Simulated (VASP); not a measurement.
Rb, 1 atom in the cell. Symmetry: Im-3m, No. 229, cubic system. The conventional cell has a = 5.372 Å, b = 5.372 Å, c = 5.372 Å, α = 90.00°, β = 90.00°, γ = 90.00°. 

| Item | Value |
| --- | --- |
| Program | VASP 6.6.1 |
| Task | single point |
| Functional | LDA |
| Potentials or basis | VASP PAW LDA potentials, release 64 (Rb_sv) |
| Cutoff | 520 eV |
| k mesh | 8 × 8 × 8 |
| Occupations | methfessel-paxton, width 0.2 eV |
| Spin | no spin polarisation |
| Dipole correction | no |
| Further INCAR settings | ALGO = Normal; EDIFF = 1e-06; NBANDS = 10 |

Potentials or basis: VASP PAW LDA potentials, release 64 (Rb_sv).

The run is started by

```console
$ cat potpaw_LDA.64/Rb_sv/POTCAR > POTCAR
$ mpirun -np 1 vasp_std > vasp.out
```

Hardware: 1 thread of AMD EPYC 7R13 (shared host).

Problem. How long does it take, and how much memory?

Solution. Wall time 20 s on 1 thread of AMD EPYC 7R13, with other jobs on the host, peak memory 0.14 GiB. Counts: scf iterations 10, k points 29.
